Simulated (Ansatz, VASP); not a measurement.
## One calculation of Al, two programs

```xyz
4
Lattice="2.8222 0.0000 0.0000 -1.4111 2.4441 0.0000 0.0000 0.0000 9.2621" Properties=species:S:1:pos:R:3 pbc="T T T"
Al    0.0000    0.0000    0.0000
Al    0.0000    1.6294    2.3155
Al    0.0000    0.0000    4.6310
Al    1.4111    0.8147    6.9465
```

Alike in both runs: task single point; functional r2SCAN; k mesh 12 × 12 × 4; occupations gaussian, width 0.1 eV; no spin polarisation.

```csv
,VASP,Ansatz
version,VASP 6.6.1,Ansatz 0.2.0
potentials or method,"VASP PAW PBE potentials, release 64 (Al), cutoff 520 eV","scalar-relativistic, plane waves, PAW"
valence electrons in the cell,12,12
```

```csv
,VASP,Ansatz,Ansatz less VASP
gap on the k mesh at the Fermi level (eV),none,none,-
pressure (GPa),-0.4,0.0,+0.33
"traceless stress, the component that is largest in VASP (GPa)",-1.17,-1.17,-0.002
```

VASP's potentials were made for PBE, not for r2SCAN. A gap of «none» marks a metal or a gap that the smearing closes.
